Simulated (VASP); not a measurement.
# Pd (Fm-3m) in VASP: a series of runs, part 2 of 2

VASP 6.6.1. The steps go on from the part before.

## 4. Single point, PBE (15.47 Å³/atom)

This run uses another cell than the first one, of 15.47 Å³/atom.

Contents of INCAR:

```
  PREC = Accurate
  ENCUT = 520
  EDIFF = 1E-7
  ISMEAR = 0
  SIGMA = 0.05
  LREAL = False
  LASPH = True
  NELM = 80
  ALGO = Normal
  ISIF = 2
  LWAVE = False
  LCHARG = False
  GGA = PE
  NBANDS = 11
```

Contents of KPOINTS:

```
Automatic mesh
0
Gamma
  14 14 14
```

Contents of POSCAR:

```
Pd
1.0
    0.0000000000      1.9778724483      1.9778724483
    1.9778724483      0.0000000000      1.9778724483
    1.9778724483      1.9778724483      0.0000000000
Pd
1
Direct
    0.0000000000      0.0000000000      0.0000000000
```

Potentials or basis: VASP PAW PBE potentials, release 64 (Pd).

Command:

```console
cat potpaw_PBE.64/Pd/POTCAR > POTCAR
mpirun -np 1 vasp_std > vasp.out
```

OUTCAR:

```text
PREC = Accurate
   ENCUT = 520
   EDIFF = 1E-7
   ISMEAR = 0
   LREAL = False
   LASPH = True
   NELM = 80
   ISIF = 2
   GGA = PE

 ion  position               nearest neighbor table
   1  0.000  0.000  0.000-

  LATTYP: Found a face centered cubic cell.
 ALAT       =     3.9557448966

  Lattice vectors:

 A1 = (   0.0000000000,   1.9778724483,   1.9778724483)
 A2 = (   1.9778724483,   0.0000000000,   1.9778724483)
 A3 = (   1.9778724483,   1.9778724483,   0.0000000000)

Analysis of symmetry for initial positions (statically):
=====================================================================
 Subroutine PRICEL returns:
 Original cell was already a primitive cell.

 Routine SETGRP: Setting up the symmetry group for a
 face centered cubic supercell.

 Subroutine GETGRP returns: Found 48 space group operations
 (whereof 48 operations were pure point group operations)
 out of a pool of 48 trial point group operations.

The static configuration has the point symmetry O_h .

Analysis of symmetry for dynamics (positions and initial velocities):
[... 167 lines left out ...]
      1       2.2201      2.00000
      2       6.3701      2.00000
      3       6.3701      2.00000
      4       6.3701      2.00000
      5       7.8600      2.00000
      6       7.8600      2.00000
      7      26.1515      0.00000
      8      30.6575      0.00000
      9      30.6575      0.00000
     10      30.6575      0.00000
     11      35.3273      0.00000
[... 309 lines left out ...]
 k-point    24 :       0.2857    0.1429    0.0000
  band No.  band energies     occupation
      1       4.2551      2.00000
      2       5.6637      2.00000
      3       6.6564      2.00000
      4       7.0427      2.00000
      5       8.0125      2.00000
      6       8.3877      2.00000
      7      23.9526      0.00000
      8      27.3661      0.00000
      9      28.2681      0.00000
     10      30.2352      0.00000
     11      34.3879      0.00000

 [... further k-points ...]

------------------------ aborting loop because EDIFF is reached ----------------------------------------

  FORCE on cell =-STRESS in cart. coord.  units (eV):
  Direction    XX          YY          ZZ          XY          YZ          ZX
  --------------------------------------------------------------------------------------
  -------------------------------------------------------------------------------------
  Total       -0.1682942     -0.1682942     -0.1682942      0.0000000      0.0000000     -0.0000000
  in kB      -17.4242825    -17.4242825    -17.4242825      0.0000000      0.0000000     -0.0000000
  external PRESSURE =     -17.4242825 kB  Pullay stress =       0.0000000 kB

 VOLUME and BASIS-vectors are now :
 -----------------------------------------------------------------------------
  energy-cutoff  :      520.00
  volume of cell :       15.47
      direct lattice vectors                 reciprocal lattice vectors
     0.000000000  1.977872448  1.977872448    -0.252796888  0.252796888  0.252796888
     1.977872448  0.000000000  1.977872448     0.252796888 -0.252796888  0.252796888
     1.977872448  1.977872448  0.000000000     0.252796888  0.252796888 -0.252796888

 POSITION                                       TOTAL-FORCE (eV/Angst)
 -----------------------------------------------------------------------------------
      0.00000      0.00000      0.00000         0.000000      0.000000      0.000000
 -----------------------------------------------------------------------------------
    total drift:                               -0.000000      0.000000      0.000000

  FREE ENERGIE OF THE ION-ELECTRON SYSTEM (eV)
  ---------------------------------------------------
  free  energy   TOTEN  =        -5.2073473079 eV

  energy  without entropy=       -5.2028288038  energy(sigma->0) =       -5.20508806
```

stdout:

```text
POSCAR found type information on POSCAR Pd
 POSCAR found :  1 types and       1 ions
 scaLAPACK will be used
 LDA part: xc-table for (Slater+PW92), standard interpolation
 POSCAR, INCAR and KPOINTS ok, starting setup
 FFT: planning ... GRIDC
 FFT: planning ... GRID_SOFT
 FFT: planning ... GRID
 WAVECAR not read
 entering main loop
```

It took 30 s on 1 thread of AMD EPYC 7R43 (Zen 3), shared host; peak memory 0.12 GiB.

What came out:

| Quantity | Value |
| --- | --- |
| Free energy | -5.2073 eV |
| Pressure | -1.7 GPa |
| Band gap on the k mesh | zero (bands 5 and 6 overlap by 1.47 eV) |

Levels at points of the mesh, in eV from the Fermi level:
```csv
k point,band 3,band 4,band 5,band 6,band 7,band 8
"(0.00, 0.00, 0.00)",-2.62,-2.62,-1.13,-1.13,17.16,21.66
"(0.50, 0.00, 0.00)",-2.67,-0.02,-0.02,1.12,6.95,16.50
"(0.50, 0.50, 0.00)",-0.05,0.26,0.26,3.35,10.29,12.95
```

## 5. Summary

| cell | gap on the mesh (eV) | pressure (GPa) |
| --- | --- | --- |
| a = 2.751 Å, angles 60.0°, 1 atom | none | 7.4 |
| a = 2.789 Å, angles 60.0°, 1 atom | none | -0.2 |
| a = 2.797 Å, angles 60.0°, 1 atom | none | -1.7 |

Alike in all rows: task single point; level PBE; potentials or basis VASP PAW PBE potentials, release 64 (Pd); no spin polarisation; k mesh 14 × 14 × 14; cutoff (eV) 520; smearing gaussian 0.05 eV.

Caveats: the cell stands under pressure (at least some runs).

Total energies depend on the potentials used, so only differences within one code and one set of settings carry meaning.
